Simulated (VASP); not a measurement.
Wanted: the native input for a VASP 6.6.1 run.

| Quantity | Value |
| --- | --- |
| Task | single point |
| Functional | PBE |
| Potentials or basis | VASP PAW PBE potentials, release 64 (B, As) |
| Cutoff | 520 eV |
| k mesh | 10 × 10 × 10 |
| Occupations | fermi-dirac, width 0.02 eV |
| Spin | no spin polarisation |
| Dipole correction | no |
| Further INCAR settings | ALGO = Normal; EDIFF = 1e-07; NBANDS = 11 |

The structure of BAs lies in POSCAR:

```
BAs
1.0
    0.0000000000      2.3918676041      2.3201115760
    2.3918676041      0.0000000000      2.3201115760
    2.3918676041      2.3918676041      0.0000000000
B As
1 1
Direct
    0.0000000000      0.0000000000      0.0000000000
    0.2500000000      0.2500000000      0.2500000000
```

This cell differs from its parent crystal: uniaxial z strain -3.0%.

The input as run:

INCAR

```
PREC     = Accurate       # precision mode
ENCUT    = 520            # plane-wave cutoff, eV
EDIFF    = 1E-7           # SCF threshold, eV
ISMEAR   = -1             # smearing method
SIGMA    = 0.02           # smearing width, eV
LREAL    = False          # projectors in reciprocal space
LASPH    = True           # aspherical terms in the spheres
NELM     = 60             # most SCF steps
ALGO     = Normal         # electronic algorithm
ISIF     = 2              # what is computed and relaxed
LWAVE    = False          # write WAVECAR
LCHARG   = False          # write CHGCAR
GGA      = PE             # functional
NBANDS   = 11             # bands
```

KPOINTS

```
Automatic mesh
0
Gamma
  10 10 10
```

Potentials or basis: VASP PAW PBE potentials, release 64 (B, As).

Command:

```console
$ cat potpaw_PBE.64/B/POTCAR potpaw_PBE.64/As/POTCAR > POTCAR
$ mpirun -np 1 vasp_std > vasp.out
```

Results of the run:

```
Pressure               : 7.5 GPa
Band gap on the k mesh : 0.69 eV, indirect (least direct gap 2.99 eV)
```

Caveat: the cell differs from its parent crystal (uniaxial z strain -3.0%).

It took 53 s on 1 thread of Intel(R) Xeon(R) Platinum 8259CL CPU @ 2.50GHz (Skylake/Cascade Lake), with other jobs on the host, peak memory 0.17 GiB.
